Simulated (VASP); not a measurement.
# Pt (P6/mmm) in VASP: a series of runs, part 2 of 2

VASP 6.6.1. The steps go on from the part before.

## Step 5: Single point, LDA (volume scaled by 1.12)

The input, INCAR:

```
PREC = Accurate ; ENCUT = 520
EDIFF = 1E-6 ; ISMEAR = -1
SIGMA = 0.1 ; LREAL = False
LASPH = True ; NELM = 80
ALGO = Normal ; ISIF = 2
LWAVE = False ; LCHARG = False
GGA = CA ; NBANDS = 22
```

The input, KPOINTS:

```
regular mesh
0
Gamma
  9 9 13
```

The input, POSCAR:

```
Pt
1.0
    4.6170046214      0.0000000000      0.0000000000
   -2.3085023107      3.9984432916      0.0000000000
    0.0000000000      0.0000000000      2.7507648608
Pt
3
Direct
    1.0000000000      1.0000000000      1.0000000000
    0.3333333333      0.6666666667      0.5000000000
    0.6666666667      0.3333333333      0.5000000000
```

Potentials or basis: VASP PAW LDA potentials, release 64 (Pt).

Command:

```
> cat potpaw_LDA.64/Pt/POTCAR > POTCAR
> mpirun -np 1 vasp_std > vasp.out
```

OUTCAR:

```text
PREC = Accurate
   ENCUT = 520
   EDIFF = 1E-6
   ISMEAR = -1
   LREAL = False
   LASPH = True
   NELM = 80
   ISIF = 2
   GGA = CA

 ion  position               nearest neighbor table
   1  0.000  0.000  0.000-   2 3.00   3 3.00   2 3.00   3 3.00   3 3.00   3 3.00   2 3.00   2 3.00
                             3 3.00   3 3.00   2 3.00   2 3.00
   2  0.333  0.667  0.500-   3 2.67   3 2.67   3 2.67   1 3.00   1 3.00   1 3.00   1 3.00   1 3.00
                             1 3.00
   3  0.667  0.333  0.500-   2 2.67   2 2.67   2 2.67   1 3.00   1 3.00   1 3.00   1 3.00   1 3.00
                             1 3.00

  LATTYP: Found a hexagonal cell.
 ALAT       =     4.6170046214
 C/A-ratio  =     0.5957899301

  Lattice vectors:

 A1 = (   4.6170046214,   0.0000000000,   0.0000000000)
 A2 = (  -2.3085023107,   3.9984432916,   0.0000000000)
 A3 = (   0.0000000000,   0.0000000000,   2.7507648608)

Analysis of symmetry for initial positions (statically):
=====================================================================
 Subroutine PRICEL returns:
 Original cell was already a primitive cell.

 Routine SETGRP: Setting up the symmetry group for a
 hexagonal supercell.

 Subroutine GETGRP returns: Found 24 space group operations
 (whereof 24 operations were pure point group operations)
 out of a pool of 24 trial point group operations.

The static configuration has the point symmetry D_6h.

Analysis of symmetry for dynamics (positions and initial velocities):
=====================================================================
 Subroutine PRICEL returns:
 Original cell was already a primitive cell.

 Routine SETGRP: Setting up the symmetry group for a
 hexagonal supercell.

 Subroutine GETGRP returns: Found 24 space group operations
 (whereof 24 operations were pure point group operations)
 out of a pool of 24 trial point group operations.

The dynamic configuration has the point symmetry D_6h.

 Subroutine INISYM returns: Found 24 space group operations
 (whereof 24 operations are pure point group operations),
 and found     1 'primitive' translations

----------------------------------------------------------------------------------------

                                     Primitive cell

  volume of cell :      50.7814

  direct lattice vectors                    reciprocal lattice vectors
     4.617004621  0.000000000  0.000000000     0.216590643  0.125048666  0.000000000
    -2.308502311  3.998443292  0.000000000     0.000000000  0.250097332  0.000000000
     0.000000000  0.000000000  2.750764861     0.000000000  0.000000000  0.363535253

  length of vectors
     4.617004621  4.617004621  2.750764861     0.250097332  0.250097332  0.363535253

  position of ions in fractional coordinates (direct lattice)
     0.000000000  0.000000000  0.000000000
     0.333333333  0.666666667  0.500000000
     0.666666667  0.333333333  0.500000000

  ion indices of the primitive-cell ions
   primitive index   ion index
                 1           1
                 2           2
                 3           3

----------------------------------------------------------------------------------------

 KPOINTS: regular mesh

Automatic generation of k-mesh.
 Grid dimensions read from file:
 generate k-points for:    9    9   13

 Generating k-lattice:

  Cartesian coordinates                     Fractional coordinates (reciprocal lattice)
     0.024065627  0.013894296  0.000000000     0.111111111  0.000000000  0.000000000
     0.000000000  0.027788592  0.000000000     0.000000000  0.111111111  0.000000000
     0.000000000  0.000000000  0.027964250     0.000000000  0.000000000  0.076923077

  Length of vectors
     0.027788592  0.027788592  0.027964250

  Shift w.r.t. Gamma in fractional coordinates (k-lattice)
     0.000000000  0.000000000  0.000000000

 Subroutine IBZKPT returns following result:
 ===========================================

 Found     84 irreducible k-points:

 Following reciprocal coordinates:
            Coordinates               Weight
  0.000000  0.000000  0.000000      1.000000
  0.111111  0.000000  0.000000      6.000000
  0.222222 -0.000000  0.000000      6.000000
  0.333333  0.000000  0.000000      6.000000
  0.444444 -0.000000  0.000000      6.000000
  0.111111  0.111111  0.000000      6.000000
[... 16 lines left out ...]
  0.333333  0.222222  0.076923     24.000000
  0.333333  0.333333  0.076923      4.000000
 [... further k-points ...]
   k-points           NKPTS =     84   k-points in BZ     NKDIM =     84   number of bands    NBANDS=     22
   number of dos      NEDOS =    301   number of ions     NIONS =      3
   total plane-waves  NPLWV =  25920
   dimension x,y,z NGX =    36 NGY =   36 NGZ =   20
   dimension x,y,z NGXF=    72 NGYF=   72 NGZF=   40
   ions per type =               3
   NGX,Y,Z   is equivalent  to a cutoff of  12.96, 12.96, 12.09 a.u.
   NGXF,Y,Z  is equivalent  to a cutoff of  25.93, 25.93, 24.17 a.u.
 SYSTEM =  unknown system
   PREC   = accura    normal or accurate (medium, high low for compatibility)
   ISTART =      0    job   : 0-new  1-cont  2-samecut
   ICHARG =      2    charge: 1-file 2-atom 10-const
   ISPIN  =      1    spin polarized calculation?
   LNONCOLLINEAR =      F non collinear calculations
   LSORBIT =      F    spin-orbit coupling
   LASPH  =      T    aspherical Exc in radial PAW
   ENCUT  =  520.0 eV  38.22 Ry    6.18 a.u.   8.58  8.58  5.11*2*pi/ulx,y,z
   NELM   =     80;   NELMIN=  2; NELMDL= -5     # of ELM steps
   EDIFF  = 0.1E-05   stopping-criterion for ELM
   LREAL  =      F    real-space projection
[... 7 lines left out ...]
   TEBEG  =    0.0;   TEEND  =   0.0 temperature during run
   PSTRESS=    0.0 pullay stress
   NELECT =      30.0000    total number of electrons
   NUPDOWN=      -1.0000    fix difference up-down
   EMIN   =  10.00;   EMAX   =-10.00  energy-range for DOS
   EFERMI =   0.00;   METHOD = LEGACY
   ISMEAR =    -1;   SIGMA  =   0.10  broadening in eV -4-tet -1-fermi 0-gaus
   EFERMI_NEDOS =   21; number of points for ismear=-14 and -15
   IALGO  =     38    algorithm
   IMIX   =      4    mixing-type and parameters
     AMIX     =   0.40;   BMIX     =  1.00
     AMIX_MAG =   1.60;   BMIX_MAG =  1.00
  volume/ion in A,a.u.               =      16.93       114.23
  Fermi-wavevector in a.u.,A,eV,Ry     =   1.373663  2.595848 25.673531  1.886951
  Thomas-Fermi vector in A             =   2.499160
   LORBIT       =      0    0 simple, 1 ext, 2 COOP (PROOUT), +10 PAW based schemes
   GGA     = CA    functional components
   LHFCALC =     F    Hartree Fock is set to
   AEXX    =    0.0000 exact exchange contribution
   IVDW    =     0    specifies the selected vdW correction
   LEPSILON=     F    determine dielectric tensor
   LRPA    =     F    only Hartree local field effects (RPA)
 non-spin polarized calculation
  energy-cutoff  :      520.00
  volume of cell :       50.78
 maximum number of plane-waves:      1396
 NGX is ok and might be reduce to    36
   NGX = 17   NGY = 17   NGZ = 11

 number of electron      29.9999994 magnetization

 Free energy of the ion-electron system (eV)
  ---------------------------------------------------
  ext. energy  EPLUGINS =         0.00000000
  ---------------------------------------------------
  free energy    TOTEN  =       -21.64544982 eV

  energy without entropy =      -21.45892593  energy(sigma->0) =      -21.55218787

 E-fermi :   8.9770     XC(G=0): -13.0133

 val. band max:        8.9720820184   @ k =   0.3333   0.1111   0.3846
 cond. band min:       8.9824353581   @ k =   0.3333   0.2222   0.3077
 fundamental gap:      0.0103533397
 Fermi energy:         8.9769604519

 k-point     1 :       0.0000    0.0000    0.0000
  band No.  band energies     occupation
      1       0.0128      2.00000
      2       3.2481      2.00000
      3       4.6198      2.00000
      4       5.2995      2.00000
      5       5.3099      2.00000
      6       5.3099      2.00000
[... 14 lines left out ...]
     21      15.9610      0.00000
     22      15.9610      0.00000
[... 552 lines left out ...]
  band No.  band energies     occupation
      1       2.5222      2.00000
      2       2.9527      2.00000
      3       2.9527      2.00000
      4       4.6030      2.00000
      5       4.6030      2.00000
      6       5.0128      2.00000
[... 14 lines left out ...]
     21      19.2821      0.00000
     22      24.0556      0.00000

 [... further k-points ...]

------------------------ aborting loop because EDIFF is reached ----------------------------------------

  FORCE on cell =-STRESS in cart. coord.  units (eV):
  Direction    XX          YY          ZZ          XY          YZ          ZX
  --------------------------------------------------------------------------------------
  -------------------------------------------------------------------------------------
  Total       -7.6038625     -7.6038625     -7.3601742      0.0000000      0.0000000      0.0000000
  in kB     -239.9054518   -239.9054518   -232.2169709      0.0000000      0.0000000      0.0000000
  external PRESSURE =    -237.3426249 kB  Pullay stress =       0.0000000 kB

 VOLUME and BASIS-vectors are now :
 -----------------------------------------------------------------------------
  energy-cutoff  :      520.00
  volume of cell :       50.78
      direct lattice vectors                 reciprocal lattice vectors
     4.617004621  0.000000000  0.000000000     0.216590643  0.125048666  0.000000000
    -2.308502311  3.998443292  0.000000000     0.000000000  0.250097332  0.000000000
     0.000000000  0.000000000  2.750764861     0.000000000  0.000000000  0.363535253

 POSITION                                       TOTAL-FORCE (eV/Angst)
 -----------------------------------------------------------------------------------
      0.00000      0.00000      0.00000        -0.000000      0.000000     -0.000000
     -0.00000      2.66563      1.37538        -0.000000      0.000000      0.000000
      2.30850      1.33281      1.37538         0.000000      0.000000     -0.000000
 -----------------------------------------------------------------------------------
    total drift:                                0.000000      0.000000     -0.000000

  FREE ENERGIE OF THE ION-ELECTRON SYSTEM (eV)
  ---------------------------------------------------
  free  energy   TOTEN  =       -21.6454498181 eV

  energy  without entropy=      -21.4589259252  energy(sigma->0) =      -21.55218787
```

OSZICAR:

```text
N       E                     dE             d eps       ncg     rms          rms(c)
DAV:   1     0.167686343955E+03    0.16769E+03   -0.15091E+04  3760   0.129E+03
DAV:   2    -0.187272684810E+02   -0.18641E+03   -0.17375E+03  4148   0.280E+02
DAV:   3    -0.229361877704E+02   -0.42089E+01   -0.41308E+01  4160   0.418E+01
DAV:   4    -0.229649201971E+02   -0.28732E-01   -0.28716E-01  4248   0.371E+00
DAV:   5    -0.229652436012E+02   -0.32340E-03   -0.32338E-03  4302   0.425E-01    0.168E+01
DAV:   6    -0.217645629873E+02    0.12007E+01   -0.27886E+00  3906   0.125E+01    0.888E+00
DAV:   7    -0.219345162671E+02   -0.16995E+00   -0.22071E+00  4038   0.105E+01    0.667E+00
DAV:   8    -0.216512575368E+02    0.28326E+00   -0.89004E-01  3960   0.875E+00    0.303E+00
DAV:   9    -0.216490950334E+02    0.21625E-02   -0.40572E-02  4098   0.147E+00    0.616E-01
DAV:  10    -0.216454838935E+02    0.36111E-02   -0.15518E-02  3978   0.101E+00    0.108E-01
DAV:  11    -0.216454549480E+02    0.28945E-04   -0.42348E-04  4140   0.161E-01    0.465E-02
DAV:  12    -0.216454510158E+02    0.39322E-05   -0.40701E-05  4338   0.544E-02    0.160E-02
DAV:  13    -0.216454498030E+02    0.12128E-05   -0.50178E-06  2748   0.181E-02    0.168E-03
DAV:  14    -0.216454498181E+02   -0.15111E-07   -0.17853E-07  2196   0.290E-03
   1 F= -.21645450E+02 E0= -.21552188E+02  d E =-.186524E+00
```

Run time: 50 s. Hardware: 1 thread of AMD EPYC 7R13 (Zen 3), shared host; peak memory 0.17 GiB.

Results:

- Free energy: -21.6454 eV
- Pressure: -23.7 GPa
- Band gap on the k mesh: zero (band 15 reaches 9.85 eV, above the bottom of band 16 at 8.74 eV)

Levels at points of the mesh, in eV from the Fermi level:
```tsv
k point	band 13	band 14	band 15	band 16	band 17	band 18
(0.00, 0.00, 0.00)	-1.62	-1.62	0.29	0.29	4.57	5.48
```

Caveat: spin-orbit coupling is left out, which moves the levels of the heavy elements.

## Step 6: The runs side by side

```tsv
cell	gap on the mesh (eV)	pressure (GPa)
a = 4.446, b = 4.446, c = 2.649 Å, angles 90.0, 90.0, 120.0°, 3 atoms	none	0.7
a = 4.504, b = 4.504, c = 2.684 Å, angles 90.0, 90.0, 120.0°, 3 atoms	none	-9.6
a = 4.561, b = 4.561, c = 2.718 Å, angles 90.0, 90.0, 120.0°, 3 atoms	none	-17.6
a = 4.617, b = 4.617, c = 2.751 Å, angles 90.0, 90.0, 120.0°, 3 atoms	none	-23.7
```

Alike in all rows: task single point; level LDA; potentials or basis VASP PAW LDA potentials, release 64 (Pt); no spin polarisation; k mesh 9 × 9 × 13; cutoff (eV) 520; smearing fermi-dirac 0.1 eV.

Caveats: spin-orbit coupling is left out, which moves the levels of the heavy elements.

Total energies depend on the potentials used, so only differences within one code and one set of settings carry meaning.
